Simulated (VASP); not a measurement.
# Na (R-3m) in VASP: a series of runs, part 2 of 2

VASP 6.6.1.

## Step 5: Single point, PBEsol (equal xy, yz and zx shear strains of +2 %)

The input, INCAR:

```
PREC = Accurate ; ENCUT = 520
EDIFF = 1E-7 ; ISMEAR = -1
SIGMA = 0.03 ; LREAL = False
LASPH = True ; NELM = 100
ALGO = Normal ; ISIF = 2
LWAVE = False ; LCHARG = False
GGA = PS ; NBANDS = 10
```

The input, KPOINTS:

```
regular mesh
0
Gamma
  11 11 11
```

The input, POSCAR:

```
Na
1.0
   -2.0751500000      2.1175000000      2.1175000000
    2.1175000000     -2.0751500000      2.1175000000
    2.1175000000      2.1175000000     -2.0751500000
Na
1
Direct
    0.0000000000      0.0000000000      0.0000000000
```

Potentials or basis: VASP PAW PBE potentials, release 64 (Na_pv).

Command:

```console
> cat potpaw_PBE.64/Na_pv/POTCAR > POTCAR
> mpirun -np 1 vasp_std > vasp.out
```

OUTCAR:

```text
PREC = Accurate
   ENCUT = 520
   EDIFF = 1E-7
   ISMEAR = -1
   LREAL = False
   LASPH = True
   NELM = 100
   ISIF = 2
   GGA = PS

 ion  position               nearest neighbor table
   1  0.000  0.000  0.000-

  LATTYP: Found a trigonal (rhomboedric) cell.
 ALAT       =     3.6433308967
 COS(alpha) =    -0.3242805026

  Lattice vectors:

 A1 = (  -2.0751500000,   2.1175000000,   2.1175000000)
 A2 = (   2.1175000000,  -2.0751500000,   2.1175000000)
 A3 = (   2.1175000000,   2.1175000000,  -2.0751500000)

Analysis of symmetry for initial positions (statically):
=====================================================================
 Subroutine PRICEL returns:
 Original cell was already a primitive cell.

 Routine SETGRP: Setting up the symmetry group for a
 trigonal (rhombohedral) supercell.

 Subroutine GETGRP returns: Found 12 space group operations
 (whereof 12 operations were pure point group operations)
 out of a pool of 12 trial point group operations.

The static configuration has the point symmetry D_3d.

[... 161 lines left out ...]
 fundamental gap:      0.0158893044
 Fermi energy:         0.2619381388

 k-point     1 :       0.0000    0.0000    0.0000
  band No.  band energies     occupation
      1     -24.5670      2.00000
      2     -24.5670      2.00000
      3     -24.5664      2.00000
      4      -2.9883      2.00000
      5      11.6874      0.00000
      6      11.6874      0.00000
      7      11.9135      0.00000
      8      12.9005      0.00000
      9      12.9006      0.00000
     10      13.0845      0.00000
[... 287 lines left out ...]
 k-point    24 :      -0.1818    0.1818    0.0000
  band No.  band energies     occupation
      1     -24.5772      2.00000
      2     -24.5704      2.00000
      3     -24.5665      2.00000
      4      -2.4066      2.00000
      5       8.0001      0.00000
      6       9.9357      0.00000
      7      10.2664      0.00000
      8      11.0178      0.00000
      9      11.6784      0.00000
     10      13.6723      0.00000

 [... further k-points ...]

------------------------ aborting loop because EDIFF is reached ----------------------------------------

  FORCE on cell =-STRESS in cart. coord.  units (eV):
  Direction    XX          YY          ZZ          XY          YZ          ZX
  --------------------------------------------------------------------------------------
  -------------------------------------------------------------------------------------
  Total       -0.0796754     -0.0796754     -0.0796754     -0.0316661     -0.0316661     -0.0316661
  in kB       -3.3622797     -3.3622797     -3.3622797     -1.3363026     -1.3363026     -1.3363026
  external PRESSURE =      -3.3622797 kB  Pullay stress =       0.0000000 kB

 VOLUME and BASIS-vectors are now :
 -----------------------------------------------------------------------------
  energy-cutoff  :      520.00
  volume of cell :       37.97
      direct lattice vectors                 reciprocal lattice vectors
    -2.075150000  2.117500000  2.117500000    -0.004676718  0.233835917  0.233835917
     2.117500000 -2.075150000  2.117500000     0.233835917 -0.004676718  0.233835917
     2.117500000  2.117500000 -2.075150000     0.233835917  0.233835917 -0.004676718

 POSITION                                       TOTAL-FORCE (eV/Angst)
 -----------------------------------------------------------------------------------
      0.00000      0.00000      0.00000         0.000000      0.000000      0.000000
 -----------------------------------------------------------------------------------
    total drift:                               -0.000000     -0.000000     -0.000000

  FREE ENERGIE OF THE ION-ELECTRON SYSTEM (eV)
  ---------------------------------------------------
  free  energy   TOTEN  =        -1.3999893342 eV

  energy  without entropy=       -1.3988523529  energy(sigma->0) =       -1.39942084
```

stdout:

```text
POSCAR found type information on POSCAR Na
 POSCAR found :  1 types and       1 ions
 scaLAPACK will be used
 -----------------------------------------------------------------------------
|                                                                             |
|                                                                             |
|     You enforced a specific xc type in the INCAR file but a different       |
|     I HOPE YOU KNOW WHAT YOU ARE DOING!                                     |
|                                                                             |
 -----------------------------------------------------------------------------

 LDA part: xc-table for (Slater+PW92), standard interpolation
 POSCAR, INCAR and KPOINTS ok, starting setup
 FFT: planning ... GRIDC
 FFT: planning ... GRID_SOFT
 FFT: planning ... GRID
 WAVECAR not read
 entering main loop
```

It took 30 s on 1 thread of Intel Xeon Platinum 8259CL at 2.50GHz (Skylake/Cascade Lake), shared host; peak memory 0.18 GiB.

What came out:

```yaml
Free_energy: -1.4000 eV
Pressure: -0.3 GPa
Band_gap_on_the_k_mesh: zero (an odd number of electrons rules out a gap without spin polarisation)
```

Caveat: the cell differs from its parent crystal (equal xy, yz and zx shear strains of +2 %); the PAW data sets were made with another functional, which shifts forces and pressure a little.

## Step 6: The runs side by side

```tsv
cell	gap on the mesh (eV)	pressure (GPa)
a = 3.692 Å, angles 110.0°, 1 atom	none	-0.4
a = 3.680 Å, angles 109.7°, 1 atom	none	-0.4
a = 3.655 Å, angles 109.2°, 1 atom	none	-0.4
a = 3.643 Å, angles 108.9°, 1 atom	none	-0.3
```

Alike in all rows: task single point; level PBEsol; potentials or basis VASP PAW PBE potentials, release 64 (Na_pv); no spin polarisation; k mesh 11 × 11 × 11; cutoff (eV) 520; smearing fermi-dirac 0.03 eV.

Caveats: the PAW data sets were made with another functional, which shifts forces and pressure a little.

Total energies depend on the potentials used, so only differences within one code and one set of settings carry meaning.
